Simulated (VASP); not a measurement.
# Be (F-43m) in VASP: single point with LDA

Aim: the single point of Be with LDA.

Everything below comes from runs of VASP 6.6.1. Logs are shortened: lines on timing, memory, paths and dates and some standing lists are left out, and cuts for length are marked.

### Step 1. The cell of the first run

Symmetry: F-43m, No. 216, cubic system. The conventional cell has a = 6.097 Å, b = 6.097 Å, c = 6.097 Å, α = 90.00°, β = 90.00°, γ = 90.00°. Be (site symmetry 3m) has 9 Be at 2.16 to 2.53 Å within 2.9 Å. Within 3.3 Å of Be (site symmetry -43m) lie 12 Be at 2.53 Å.

### Step 2. Single point, LDA

Input file INCAR:

```
ALGO = Normal
EDIFF = 1E-6
ENCUT = 600
GGA_COMPAT = F
ISIF = 2
ISMEAR = -1
LASPH = T
LCHARG = F
LREAL = F
LWAVE = F
NBANDS = 13
NELM = 120
PREC = Accurate
SIGMA = 0.1
```

Input file KPOINTS:

```
k-points
0
Gamma
  7 7 7
```

Input file POSCAR:

```
Be
1.0
    0.0000000000      3.0485000000      3.0485000000
    3.0485000000      0.0000000000      3.0485000000
    3.0485000000      3.0485000000      0.0000000000
Be
5
Direct
    0.6250000000      0.6250000000      0.6250000000
    0.1250000000      0.6250000000      0.6250000000
    0.6250000000      0.6250000000      0.1250000000
    0.6250000000      0.1250000000      0.6250000000
    0.2500000000      0.2500000000      0.2500000000
```

Potentials or basis: VASP PAW LDA potentials, release 64 (Be).

Run with:

```console
$ cat potpaw_LDA.64/Be/POTCAR > POTCAR
$ mpirun -np 1 vasp_std > vasp.out
```

OUTCAR:

```text
EDIFF = 1E-6
   ENCUT = 600
   ISIF = 2
   ISMEAR = -1
   LASPH = T
   LREAL = F
   NELM = 120
   PREC = Accurate

 ion  position               nearest neighbor table
   1  0.625  0.625  0.625-   2 2.16   3 2.16   4 2.16   3 2.16   4 2.16   2 2.16
   2  0.125  0.625  0.625-   1 2.16   3 2.16   4 2.16   1 2.16   3 2.16   4 2.16
   3  0.625  0.625  0.125-   1 2.16   1 2.16   2 2.16   4 2.16   4 2.16   2 2.16
   4  0.625  0.125  0.625-   1 2.16   3 2.16   1 2.16   2 2.16   3 2.16   2 2.16
   5  0.250  0.250  0.250-

  LATTYP: Found a face centered cubic cell.
 ALAT       =     6.0970000000

  Lattice vectors:

 A1 = (   0.0000000000,   3.0485000000,   3.0485000000)
 A2 = (   3.0485000000,   0.0000000000,   3.0485000000)
 A3 = (   3.0485000000,   3.0485000000,   0.0000000000)

Analysis of symmetry for initial positions (statically):
=====================================================================
 Subroutine PRICEL returns:
 Original cell was already a primitive cell.

 Routine SETGRP: Setting up the symmetry group for a
 face centered cubic supercell.

 Subroutine GETGRP returns: Found 24 space group operations
 (whereof 24 operations were pure point group operations)
 out of a pool of 48 trial point group operations.

The static configuration has the point symmetry T_d .

Analysis of symmetry for dynamics (positions and initial velocities):
=====================================================================
 Subroutine PRICEL returns:
 Original cell was already a primitive cell.

 Routine SETGRP: Setting up the symmetry group for a
 face centered cubic supercell.

 Subroutine GETGRP returns: Found 24 space group operations
 (whereof 24 operations were pure point group operations)
 out of a pool of 48 trial point group operations.

The dynamic configuration has the point symmetry T_d .

 Subroutine INISYM returns: Found 24 space group operations
 (whereof 24 operations are pure point group operations),
 and found     1 'primitive' translations

----------------------------------------------------------------------------------------

                                     Primitive cell

  volume of cell :      56.6616

  direct lattice vectors                    reciprocal lattice vectors
     0.000000000  3.048500000  3.048500000    -0.164015089  0.164015089  0.164015089
     3.048500000  0.000000000  3.048500000     0.164015089 -0.164015089  0.164015089
     3.048500000  3.048500000  0.000000000     0.164015089  0.164015089 -0.164015089

  length of vectors
     4.311230045  4.311230045  4.311230045     0.284082468  0.284082468  0.284082468

  position of ions in fractional coordinates (direct lattice)
     0.625000000  0.625000000  0.625000000
     0.125000000  0.625000000  0.625000000
     0.625000000  0.625000000  0.125000000
     0.625000000  0.125000000  0.625000000
     0.250000000  0.250000000  0.250000000

  ion indices of the primitive-cell ions
   primitive index   ion index
                 1           1
                 2           2
                 3           3
                 4           4
                 5           5

----------------------------------------------------------------------------------------

 KPOINTS: k-points

Automatic generation of k-mesh.
 Grid dimensions read from file:
 generate k-points for:    7    7    7

 Generating k-lattice:

  Cartesian coordinates                     Fractional coordinates (reciprocal lattice)
    -0.023430727  0.023430727  0.023430727     0.142857143  0.000000000  0.000000000
     0.023430727 -0.023430727  0.023430727     0.000000000  0.142857143  0.000000000
     0.023430727  0.023430727 -0.023430727     0.000000000  0.000000000  0.142857143

  Length of vectors
     0.040583210  0.040583210  0.040583210

  Shift w.r.t. Gamma in fractional coordinates (k-lattice)
     0.000000000  0.000000000  0.000000000

 Subroutine IBZKPT returns following result:
 ===========================================

 Found     20 irreducible k-points:

 Following reciprocal coordinates:
            Coordinates               Weight
  0.000000  0.000000  0.000000      1.000000
  0.142857  0.000000  0.000000      8.000000
  0.285714  0.000000  0.000000      8.000000
  0.428571  0.000000  0.000000      8.000000
  0.142857  0.142857  0.000000      6.000000
  0.285714  0.142857  0.000000     24.000000
[... 12 lines left out ...]
 -0.428571  0.428571  0.142857     24.000000
 -0.285714  0.428571  0.142857     24.000000
   k-points           NKPTS =     20   k-points in BZ     NKDIM =     20   number of bands    NBANDS=     13
   number of dos      NEDOS =    301   number of ions     NIONS =      5
   total plane-waves  NPLWV =  46656
   dimension x,y,z NGX =    36 NGY =   36 NGZ =   36
   dimension x,y,z NGXF=    72 NGYF=   72 NGZF=   72
   ions per type =               5
   NGX,Y,Z   is equivalent  to a cutoff of  13.88, 13.88, 13.88 a.u.
   NGXF,Y,Z  is equivalent  to a cutoff of  27.76, 27.76, 27.76 a.u.
 SYSTEM =  unknown system
   PREC   = accura    normal or accurate (medium, high low for compatibility)
   ISTART =      0    job   : 0-new  1-cont  2-samecut
   ICHARG =      2    charge: 1-file 2-atom 10-const
   ISPIN  =      1    spin polarized calculation?
   LNONCOLLINEAR =      F non collinear calculations
   LSORBIT =      F    spin-orbit coupling
   LASPH  =      T    aspherical Exc in radial PAW
   ENCUT  =  600.0 eV  44.10 Ry    6.64 a.u.   8.61  8.61  8.61*2*pi/ulx,y,z
   NELM   =    120;   NELMIN=  2; NELMDL= -5     # of ELM steps
   EDIFF  = 0.1E-05   stopping-criterion for ELM
   LREAL  =      F    real-space projection
   EDIFFG = 0.1E-04   stopping-criterion for IOM
   NSW    =      0    number of steps for IOM
   IBRION =     -1    ionic relax: 0-MD 1-quasi-New 2-CG
   NFREE  =      0    steps in history (QN), initial steepest desc. (CG)
   ISIF   =      2    stress and relaxation
   ISYM   =      2    0-nonsym 1-usesym 2-fastsym
   POTIM  = 0.5000    time-step for ionic-motion
   TEBEG  =    0.0;   TEEND  =   0.0 temperature during run
   PSTRESS=    0.0 pullay stress
   NELECT =      10.0000    total number of electrons
   NUPDOWN=      -1.0000    fix difference up-down
   EMIN   =  10.00;   EMAX   =-10.00  energy-range for DOS
   EFERMI =   0.00;   METHOD = LEGACY
   ISMEAR =    -1;   SIGMA  =   0.10  broadening in eV -4-tet -1-fermi 0-gaus
   EFERMI_NEDOS =   21; number of points for ismear=-14 and -15
   IALGO  =     38    algorithm
   IMIX   =      4    mixing-type and parameters
     AMIX     =   0.40;   BMIX     =  1.00
     AMIX_MAG =   1.60;   BMIX_MAG =  1.00
  volume/ion in A,a.u.               =      11.33        76.47
  Fermi-wavevector in a.u.,A,eV,Ry     =   0.918287  1.735312 11.473137  0.843252
  Thomas-Fermi vector in A             =   2.043352
   LORBIT       =      0    0 simple, 1 ext, 2 COOP (PROOUT), +10 PAW based schemes
   GGA     = CA    functional components
   LHFCALC =     F    Hartree Fock is set to
   AEXX    =    0.0000 exact exchange contribution
   IVDW    =     0    specifies the selected vdW correction
   LEPSILON=     F    determine dielectric tensor
   LRPA    =     F    only Hartree local field effects (RPA)
 non-spin polarized calculation
  energy-cutoff  :      600.00
  volume of cell :       56.66
 maximum number of plane-waves:      1917
   NGX = 17   NGY = 17   NGZ = 17

 number of electron      10.0000000 magnetization

 Free energy of the ion-electron system (eV)
  ---------------------------------------------------
  ext. energy  EPLUGINS =         0.00000000
  ---------------------------------------------------
  free energy    TOTEN  =       -18.86837445 eV

  energy without entropy =      -18.82413557  energy(sigma->0) =      -18.84625501

 E-fermi :   2.7627     XC(G=0):  -9.3009

 val. band max:        2.7497419779   @ k =  -0.4286   0.4286   0.0000
 cond. band min:       2.7872237250   @ k =  -0.1429   0.1429   0.0000
 fundamental gap:      0.0374817471
 Fermi energy:         2.7627024083

 k-point     1 :       0.0000    0.0000    0.0000
  band No.  band energies     occupation
      1      -5.3716      2.00000
      2       0.0969      2.00000
      3       2.3935      1.95136
      4       2.3935      1.95136
      5       2.3935      1.95136
      6       6.2458      0.00000
      7       6.2458      0.00000
      8       6.7521      0.00000
      9       6.7521      0.00000
     10       6.7521      0.00000
     11       7.1353      0.00000
     12       9.8841      0.00000
     13       9.8841      0.00000

 k-point     2 :       0.1429    0.0000    0.0000
  band No.  band energies     occupation
      1      -5.1882      2.00000
      2      -0.0741      2.00000
      3       1.5554      1.99999
      4       2.3880      1.95389
      5       2.3880      1.95389
      6       5.6305      0.00000
      7       5.6305      0.00000
      8       6.9524      0.00000
      9       7.1672      0.00000
     10       7.1672      0.00000
     11       8.1560      0.00000
     12       9.8014      0.00000
     13      10.6980      0.00000

 k-point     3 :       0.2857    0.0000    0.0000
  band No.  band energies     occupation
      1      -4.6440      2.00000
      2      -0.9976      2.00000
      3       0.7643      2.00000
      4       2.4017      1.94735
      5       2.4017      1.94735
      6       4.7775      0.00000
      7       4.7775      0.00000
      8       6.9856      0.00000
      9       7.9986      0.00000
     10       7.9986      0.00000
     11       9.2098      0.00000
     12      11.1585      0.00000
     13      12.2451      0.00000

 k-point     4 :       0.4286    0.0000    0.0000
  band No.  band energies     occupation
      1      -3.7894      2.00000
      2      -2.3547      2.00000
      3       0.5985      2.00000
      4       2.4475      1.91797
      5       2.4475      1.91797
      6       4.2368      0.00000
      7       4.2368      0.00000
      8       6.9385      0.00000
      9       8.9169      0.00000
     10       8.9169      0.00000
     11       9.5086      0.00000
     12      12.6111      0.00000
     13      12.6111      0.00000

 k-point     5 :       0.1429    0.1429    0.0000
  band No.  band energies     occupation
      1      -5.1271      2.00000
      2      -0.0703      2.00000
      3       1.9467      1.99943
      4       1.9644      1.99932
      5       1.9644      1.99932
      6       4.5972      0.00000
      7       6.5532      0.00000
      8       7.2482      0.00000
      9       7.6305      0.00000
     10       7.6305      0.00000
     11       7.9435      0.00000
     12       9.9478      0.00000
     13       9.9478      0.00000
[... 193 lines left out ...]
 k-point    18 :      -0.4286    0.2857    0.1429
  band No.  band energies     occupation
      1      -3.3325      2.00000
      2      -1.9320      2.00000
      3      -0.5594      2.00000
      4       0.7206      2.00000
      5       2.4571      1.91010
      6       4.3735      0.00000
      7       5.9338      0.00000
      8       6.8524      0.00000
      9       8.8823      0.00000
     10       9.4404      0.00000
     11      11.5495      0.00000
     12      12.0711      0.00000
     13      13.1223      0.00000

 k-point    19 :      -0.4286    0.4286    0.1429
  band No.  band energies     occupation
      1      -3.0314      2.00000
      2      -1.7221      2.00000
      3      -0.6738      2.00000
      4       0.0068      2.00000
      5       2.2784      1.98436
      6       3.1462      0.04227
      7       6.9601      0.00000
      8       7.8509      0.00000
      9       9.5981      0.00000
     10      10.8874      0.00000
     11      11.5950      0.00000
     12      11.8270      0.00000
     13      12.6773      0.00000

 k-point    20 :      -0.2857    0.4286    0.1429
  band No.  band energies     occupation
      1      -2.5944      2.00000
      2      -1.9754      2.00000
      3      -1.2962      2.00000
      4      -0.0076      2.00000
      5       2.6017      1.66684
      6       4.2689      0.00000
      7       6.3327      0.00000
      8       6.6026      0.00000
      9       9.5999      0.00000
     10      10.5317      0.00000
     11      11.9155      0.00000
     12      12.2908      0.00000
     13      12.9196      0.00000

------------------------ aborting loop because EDIFF is reached ----------------------------------------

  FORCE on cell =-STRESS in cart. coord.  units (eV):
  Direction    XX          YY          ZZ          XY          YZ          ZX
  --------------------------------------------------------------------------------------
  -------------------------------------------------------------------------------------
  Total       -4.4669319     -4.4669319     -4.4669319     -0.0000000      0.0000000     -0.0000000
  in kB     -126.3081344   -126.3081344   -126.3081344     -0.0000000      0.0000000     -0.0000000
  external PRESSURE =    -126.3081344 kB  Pullay stress =       0.0000000 kB

 VOLUME and BASIS-vectors are now :
 -----------------------------------------------------------------------------
  energy-cutoff  :      600.00
  volume of cell :       56.66
      direct lattice vectors                 reciprocal lattice vectors
     0.000000000  3.048500000  3.048500000    -0.164015089  0.164015089  0.164015089
     3.048500000  0.000000000  3.048500000     0.164015089 -0.164015089  0.164015089
     3.048500000  3.048500000  0.000000000     0.164015089  0.164015089 -0.164015089

 POSITION                                       TOTAL-FORCE (eV/Angst)
 -----------------------------------------------------------------------------------
      3.81063      3.81063      3.81063        -0.269164     -0.269164     -0.269164
      3.81063      2.28638      2.28638        -0.269164      0.269164      0.269164
      2.28638      2.28638      3.81063         0.269164      0.269164     -0.269164
      2.28638      3.81063      2.28638         0.269164     -0.269164      0.269164
      1.52425      1.52425      1.52425        -0.000000     -0.000000     -0.000000
 -----------------------------------------------------------------------------------
    total drift:                               -0.000000     -0.000000     -0.000000

  FREE ENERGIE OF THE ION-ELECTRON SYSTEM (eV)
  ---------------------------------------------------
  free  energy   TOTEN  =       -18.8683744472 eV

  energy  without entropy=      -18.8241355651  energy(sigma->0) =      -18.84625501
```

It took 16 s on 1 thread of AMD EPYC 7R43 (Zen 3), shared host; peak memory 0.13 GiB.

What came out:

```
Free energy            : -18.8684 eV
Pressure               : -12.6 GPa
Band gap on the k mesh : zero (band 5 reaches 2.79 eV, above the bottom of band 6 at 1.71 eV)
```
